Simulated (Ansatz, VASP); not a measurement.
**GdN: VASP beside Ansatz**

```
Gd N
1.0
     0.00000    2.49223    2.49223
     2.49223    0.00000    2.49223
     2.49223    2.49223    0.00000
Gd N
1 1
Direct
  0.00000 0.00000 0.00000
  0.50000 0.50000 0.50000
```

Alike in both runs: functional PBE; k mesh 16 × 16 × 16; occupations gaussian, width 0.1 eV; collinear spin.

Ansatz relaxed the structure, and its values are those at the end. VASP's run is a single point on that final structure, the one shown.

|  | VASP | Ansatz |
| --- | --- | --- |
| version | VASP 6.6.1 | Ansatz 0.2.0 |
| potentials or method | VASP PAW PBE potentials, release 64 (Gd, N), cutoff 520 eV | scalar-relativistic, plane waves, PAW |
| valence electrons in the cell | 23 | 23 |

VASP gave:

* gap on the k mesh at the Fermi level (eV): none
* pressure (GPa): 0.1
* net moment per atom (μB): 3.50
* size of the moment on the site where the two differ most (μB): 6.80

**Question.** Estimate Ansatz's values.

**Answer.** gap on the k mesh at the Fermi level (eV): none; pressure (GPa): 0.0; net moment per atom (μB): 3.50; size of the moment on the site where the two differ most (μB): 6.86.

Site moments also hang on the region over which each program counts them. A gap of «none» marks a metal or a gap that the smearing closes. With one functional, cell and mesh, what is left measures potentials, basis and numerics.

Neither program's run includes spin-orbit coupling.
